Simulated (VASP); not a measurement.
# C (P4/mmm) in VASP: notebook, part 2 of 2

VASP 6.6.1. The steps go on from the part before.

## Step 4: Relaxation of cell and atoms, PBE

Contents of INCAR:

```
PREC = Accurate ; ENCUT = 600
EDIFF = 1E-7 ; ISMEAR = 0
SIGMA = 0.1 ; LREAL = F
LASPH = T ; NELM = 100
ALGO = Normal ; ISIF = 3
LWAVE = F ; LCHARG = F
GGA = PE ; IBRION = 2
NSW = 90 ; EDIFFG = -0.04
```

Contents of KPOINTS:

```
regular mesh
0
Gamma
  6 6 4
```

Contents of POSCAR:

```
C
1.0
    3.4454910138      0.0000000000      0.0000000000
    0.0000000000      3.4454910138      0.0000000000
    0.0000000000      0.0000000000      4.1798691399
C
4
Direct
    0.1979084365      0.5000000000      0.0000000000
    0.8020915635      0.5000000000      0.0000000000
    0.5000000000      0.1979084365      0.0000000000
    0.5000000000      0.8020915635      0.0000000000
```

Launch:

```sh
> cat potpaw_PBE.64/C/POTCAR > POTCAR
> mpirun -np 1 vasp_std > vasp.out
```

Wall time 39 s (1 thread of Intel Xeon 6975P-C, shared host); peak memory 0.17 GiB.

The run converged. Its results:

- Free energy: -34.8234 eV
- Relaxed volume: 12.40 Å³/atom
- Relaxed cell: a = 3.446 Å, b = 3.446 Å, c = 4.179 Å, α = 90.00°, β = 90.00°, γ = 90.00°
- Space group after relaxing (to 0.05 Å): P4/mmm (No. 123)
- Energy gained by relaxing: 2.3 meV/atom
- Ionic steps: 3
- Pressure after relaxing: -0.1 GPa
- Largest force after relaxing: 0.038 eV/Å
- Band gap on the k mesh: zero (band 8 reaches 3.67 eV, above the bottom of band 9 at -0.78 eV)

Forces in eV/Å, atoms in the order of the input:
```
C   -0.038  0.000  0.000
C    0.038  0.000  0.000
C    0.000 -0.038  0.000
C    0.000  0.038  0.000
```

Stress tensor (GPa, compression positive):
```
 0.08  0.00  0.00
 0.00  0.08  0.00
 0.00  0.00 -0.42
```

Step by step:
```
step  energy change (eV)  largest force (eV/Å)  pressure (GPa)  volume (Å³)
   1              0.0000                0.7582           -0.11        49.62
   2              0.2152                3.7612            2.23        49.56
   3             -0.0091                0.0380           -0.09        49.61
```

Final structure:
```xyz
4
Lattice="3.4455 0.0000 0.0000 0.0000 3.4455 0.0000 0.0000 0.0000 4.1789" Properties=species:S:1:pos:R:3 pbc="T T T"
C     0.6882    1.7228    0.0000
C     2.7573    1.7228    4.1789
C     1.7228    0.6882    0.0000
C     1.7228    2.7573    4.1789
```

Levels at points of the mesh, in eV from the Fermi level:
| k point | band 5 | band 6 | band 7 | band 8 | band 9 | band 10 | band 11 | band 12 |
| --- | --- | --- | --- | --- | --- | --- | --- | --- |
| (0.00, 0.00, 0.00) | -9.16 | -6.69 | -2.66 | 1.95 | 3.72 | 4.04 | 4.04 | 6.85 |
| (0.50, 0.00, 0.00) | -5.82 | -5.15 | -4.91 | -2.40 | 4.31 | 5.54 | 6.31 | 6.31 |
| (0.50, 0.50, 0.00) | -3.38 | -3.38 | -2.62 | -2.10 | -2.10 | 7.77 | 7.99 | 9.49 |
| (0.00, 0.00, 0.50) | -9.14 | -7.21 | -2.65 | 1.67 | 3.74 | 3.74 | 6.73 | 6.89 |
| (0.50, 0.00, 0.50) | -5.81 | -5.59 | -4.90 | -2.92 | 4.07 | 5.76 | 6.03 | 8.94 |
| (0.50, 0.50, 0.50) | -3.38 | -3.38 | -3.03 | -2.50 | -2.50 | 7.56 | 8.00 | 9.12 |

Caveat: the k points lie up to 0.38 Å⁻¹ apart in the final cell; this functional lacks dispersion, which binds the layers, so the pressure and a relaxed spacing across them are unreliable.

## Step 5: Relaxation of cell and atoms, PBE

Contents of INCAR:

```
PREC = Accurate ; ENCUT = 910
EDIFF = 1E-7 ; ISMEAR = 0
SIGMA = 0.1 ; LREAL = F
LASPH = T ; NELM = 120
ALGO = Normal ; ISIF = 3
LWAVE = F ; LCHARG = F
GGA = PE ; IBRION = 2
NSW = 90 ; EDIFFG = -0.04
GGA_COMPAT = F ; NELMIN = 4
```

KPOINTS is that of step 4.

POSCAR is that of step 4.

Potentials or basis: VASP PAW PBE potentials, release 64 (C_h).

Launch:

```sh
> cat potpaw_PBE.64/C_h/POTCAR > POTCAR
> mpirun -np 1 vasp_std > vasp.out
```

It took 48 s on 1 thread of Intel Xeon Platinum 8375C at 2.90GHz (Ice Lake), shared host; peak memory 0.22 GiB.

It converged, with:

```
Free energy                            : -34.8805 eV
Relaxed volume                         : 12.40 Å³/atom
Relaxed cell                           : a = 3.445 Å, b = 3.445 Å, c = 4.179 Å, α = 90.00°, β = 90.00°, γ = 90.00°
Space group after relaxing (to 0.05 Å) : P4/mmm (No. 123)
Energy gained by relaxing              : 2.4 meV/atom
Ionic steps                            : 3
Pressure after relaxing                : -0.2 GPa
Largest force after relaxing           : 0.036 eV/Å
Band gap on the k mesh                 : zero (band 8 reaches 4.24 eV, above the bottom of band 9 at -0.22 eV)
```

Forces in eV/Å, atoms in the order of the input:
```
C   -0.036  0.000  0.000
C    0.036  0.000  0.000
C    0.000 -0.036  0.000
C    0.000  0.036  0.000
```

Stress tensor (GPa, compression positive):
```
-0.08  0.00  0.00
 0.00 -0.08  0.00
 0.00  0.00 -0.40
```

The path:
```csv
step,energy change (eV),largest force (eV/Å),pressure (GPa),volume (Å³)
1,0.0000,0.7688,-0.31,49.62
2,0.2212,3.8173,2.73,49.45
3,-0.0095,0.0360,-0.19,49.59
```

Final structure:
```cif
data_structure
_symmetry_space_group_name_H-M 'P 1'
_symmetry_Int_Tables_number 1
_cell_length_a 3.4448
_cell_length_b 3.4448
_cell_length_c 4.1790
_cell_angle_alpha 90.000
_cell_angle_beta 90.000
_cell_angle_gamma 90.000
_cell_volume 49.59
loop_
_atom_site_label
_atom_site_type_symbol
_atom_site_fract_x
_atom_site_fract_y
_atom_site_fract_z
_atom_site_occupancy
C1 C 0.19978 0.50000 0.00000 1
C2 C 0.80022 0.50000 0.00000 1
C3 C 0.50000 0.19978 0.00000 1
C4 C 0.50000 0.80022 0.00000 1
```

Levels at points of the mesh, in eV from the Fermi level:
```tsv
k point	band 5	band 6	band 7	band 8	band 9	band 10	band 11	band 12
(0.00, 0.00, 0.00)	-9.17	-6.69	-2.67	1.96	3.71	4.05	4.05	6.86
(0.50, 0.00, 0.00)	-5.83	-5.15	-4.92	-2.40	4.31	5.55	6.30	6.31
(0.50, 0.50, 0.00)	-3.39	-3.39	-2.63	-2.10	-2.10	7.77	8.01	9.49
(0.00, 0.00, 0.50)	-9.14	-7.22	-2.66	1.68	3.74	3.74	6.72	6.90
(0.50, 0.00, 0.50)	-5.81	-5.60	-4.91	-2.92	4.08	5.77	6.04	8.94
(0.50, 0.50, 0.50)	-3.39	-3.39	-3.03	-2.50	-2.50	7.56	8.02	9.13
```

Caveat: the k points lie up to 0.38 Å⁻¹ apart in the final cell; the cutoff is under 1.25 times the usual one of these potentials, so pressure, stress and relaxed cells hold a basis-set (Pulay) error; this functional lacks dispersion, which binds the layers, so the pressure and a relaxed spacing across them are unreliable.

## Step 6: Relaxation of cell and atoms, PBE

This run uses another cell than the first one, of 5.59 Å³/atom, 0.451 times its volume.

Contents of INCAR:

```
  ALGO = Normal
  EDIFF = 1E-7
  EDIFFG = -0.04
  ENCUT = 910
  GGA = PE
  GGA_COMPAT = F
  IBRION = 2
  ISIF = 3
  ISMEAR = 0
  LASPH = T
  LCHARG = F
  LREAL = F
  LWAVE = F
  NELM = 120
  NELMIN = 4
  NSW = 90
  PREC = Accurate
  SIGMA = 0.1
```

Contents of KPOINTS:

```
k-points
0
Gamma
  4 4 10
```

Contents of POSCAR:

```
C
1.0
    3.7791239900      0.0000000000      0.0000000000
    0.0000000000      3.7791239900      0.0000000000
    0.0000000000      0.0000000000      1.5658517200
C
4
Direct
    0.2070418300      0.5000000000      0.0000000000
    0.7929581700      0.5000000000      0.0000000000
    0.5000000000      0.2070418300      0.0000000000
    0.5000000000      0.7929581700      0.0000000000
```

Potentials or basis: VASP PAW PBE potentials, release 64 (C_h).

Launch:

```sh
> cat potpaw_PBE.64/C_h/POTCAR > POTCAR
> mpirun -np 1 vasp_std > vasp.out
```

It took 2.4 min on 1 thread of Intel Xeon Platinum 8488C (Sapphire Rapids), shared host; peak memory 0.16 GiB.

Results (log left out):

| Item | Value |
| --- | --- |
| Free energy | -32.9853 eV |
| Relaxed volume | 7.36 Å³/atom |
| Relaxed cell | a = 3.443 Å, b = 3.443 Å, c = 2.485 Å, α = 90.00°, β = 90.00°, γ = 90.00° |
| Space group after relaxing (to 0.05 Å) | P4/mmm (No. 123) |
| Energy gained by relaxing | 2036.3 meV/atom |
| Ionic steps | 13 |
| Pressure after relaxing | 0.3 GPa |
| Largest force after relaxing | 0.009 eV/Å |
| Band gap on the k mesh | zero (band 8 reaches 12.55 eV, above the bottom of band 9 at 3.95 eV) |

Forces in eV/Å, atoms in the order of the input:
```
C    0.009  0.000  0.000
C   -0.009  0.000  0.000
C    0.000  0.009  0.000
C    0.000 -0.009  0.000
```

Stress tensor (GPa, compression positive):
```
0.21 0.00 0.00
0.00 0.21 0.00
0.00 0.00 0.46
```

The path:
```
step  energy change (eV)  largest force (eV/Å)  pressure (GPa)  volume (Å³)
   1              0.0000                0.8462          115.86        22.36
   2             -3.1447                1.5334          -65.91        36.97
   3             -3.7964                1.0802          -33.59        30.21
   4             -3.8111                1.1766          -49.61        32.67
   5             -7.4592                4.3925           38.12        28.39
   6             -8.0997                1.6800            0.54        29.51
   7             -8.0981                1.5129           -2.15        29.60
   8             -7.3798                7.7904           16.72        29.10
   9             -8.1442                0.2400           -0.55        29.49
  10             -8.1447                0.0353           -0.77        29.50
  11             -8.1447                0.0724           -0.73        29.50
  12             -8.1438                0.1013            2.03        29.37
  13             -8.1453                0.0094            0.29        29.45
```

Final structure:
```cif
data_structure
_symmetry_space_group_name_H-M 'P 1'
_symmetry_Int_Tables_number 1
_cell_length_a 3.4428
_cell_length_b 3.4428
_cell_length_c 2.4848
_cell_angle_alpha 90.000
_cell_angle_beta 90.000
_cell_angle_gamma 90.000
_cell_volume 29.45
loop_
_atom_site_label
_atom_site_type_symbol
_atom_site_fract_x
_atom_site_fract_y
_atom_site_fract_z
_atom_site_occupancy
C1 C 0.20184 0.50000 0.00000 1
C2 C 0.79816 0.50000 0.00000 1
C3 C 0.50000 0.20184 0.00000 1
C4 C 0.50000 0.79816 0.00000 1
```

Levels at points of the mesh, in eV from the Fermi level:
```
           k point  band 6  band 7  band 8  band 9  band 10  band 11
(0.00, 0.00, 0.00)   -3.99   -3.34    4.69    5.32     5.32     6.45
(0.50, 0.00, 0.00)   -5.99   -2.00    0.82    3.81     6.56     7.64
(0.50, 0.50, 0.00)   -4.44    0.32    0.93    0.93     6.63     7.00
(0.00, 0.00, 0.50)   -9.32   -3.25   -1.29    0.66     0.66     7.17
(0.50, 0.00, 0.50)   -6.19   -6.07   -5.29    1.04     3.12     6.25
(0.50, 0.50, 0.50)   -5.69   -5.69   -3.88   -3.88     6.13     7.91
```

Caveat: the k points lie up to 0.46 Å⁻¹ apart in the final cell; the cutoff is under 1.25 times the usual one of these potentials, so pressure, stress and relaxed cells hold a basis-set (Pulay) error; the volume moved by over 15 % at a fixed basis, so the end points are rough.

## Step 7: The runs side by side

```tsv
task	potentials or basis	cell	k mesh	cutoff (eV)	second run	gap on the mesh (eV)	pressure (GPa)	relaxed volume (Å³/atom)	largest force (eV/Å)
single point	VASP PAW PBE potentials, release 64 (C)	a = 3.445, b = 3.445, c = 4.180 Å, 4 atoms	4 × 4 × 10	520	-	none	0.3	-	0.03
relaxation of cell and atoms	VASP PAW PBE potentials, release 64 (C)	relaxed from a = 3.779, b = 3.779, c = 1.566 Å, 4 atoms	4 × 4 × 10	600	-	none	-0.1	7.66	-
relaxation of cell and atoms	VASP PAW PBE potentials, release 64 (C)	relaxed from a = 3.445, b = 3.445, c = 4.180 Å, 4 atoms	6 × 6 × 4	600	-	none	-0.1	12.40	0.04
relaxation of cell and atoms	VASP PAW PBE potentials, release 64 (C_h)	relaxed from a = 3.445, b = 3.445, c = 4.180 Å, 4 atoms	6 × 6 × 4	910	hard_potentials	none	-0.2	12.40	0.04
relaxation of cell and atoms	VASP PAW PBE potentials, release 64 (C_h)	relaxed from a = 3.779, b = 3.779, c = 1.566 Å, 4 atoms	4 × 4 × 10	910	hard_potentials	none	0.3	7.36	0.01
```

Alike in all rows: level PBE; no spin polarisation; smearing gaussian 0.1 eV.

Caveats: all runs use coarse meshes; this functional lacks dispersion, which binds the layers, so the pressure and a relaxed spacing across them are unreliable (some runs); the volume moved by over 15 % at a fixed basis, so the end points are rough (some runs); the cutoff is under 1.25 times the usual one of these potentials, so pressure, stress and relaxed cells hold a basis-set (Pulay) error (some runs).

Absolute energies hang on the potentials; compare differences alone.
